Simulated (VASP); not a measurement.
Set up this calculation in VASP 6.6.1, as the native input.

```yaml
Task: single point
Functional: PBE
Potentials_or_basis: VASP PAW PBE potentials, release 64 (Cr_pv)
Cutoff: 520 eV
k_mesh: 10 × 10 × 1
Occupations: fermi-dirac, width 0.08 eV
Spin: collinear spin, ferromagnetic start
Starting_moments: "[2.0] μB"
Dipole_correction: yes
Further_INCAR_settings: ALGO = Normal; EDIFF = 1e-06; NBANDS = 16
```

The structure of Cr lies in POSCAR:

```
Cr
1.0
    4.0283716202      0.0000000000      0.0000000000
   -2.0141858101      3.4886721590      0.0000000000
    0.0000000000      0.0000000000      9.0000000000
Cr
1
Direct
    0.0000000000      0.0000000000      0.5000000000
```

One way to write it, as run:

INCAR

```
PREC = Accurate
ENCUT = 520
EDIFF = 1E-6
ISMEAR = -1
SIGMA = 0.08
LREAL = False
LASPH = True
NELM = 150
ALGO = Normal
ISIF = 2
LWAVE = False
LCHARG = False
ISPIN = 2
MAGMOM = 2
LORBIT = 11
LMAXMIX = 4
LDIPOL = True
IDIPOL = 3
DIPOL = 0.5 0.5 0.500
GGA = PE
NBANDS = 16
```

KPOINTS

```
Automatic mesh
0
Gamma
  10 10 1
```

Potentials or basis: VASP PAW PBE potentials, release 64 (Cr_pv).

Run with:

```bash
$ cat potpaw_PBE.64/Cr_pv/POTCAR > POTCAR
$ mpirun -np 1 vasp_std > vasp.out
```

Results of the run:

* Net moment: 5.23 μB per cell
* Site moments: Cr +4.33 μB
* Valence electrons inside the program's atomic spheres: Cr 10.44

It took 2.2 min on 1 thread of Intel Xeon 8259CL, with other jobs on the host, peak memory 0.29 GiB.
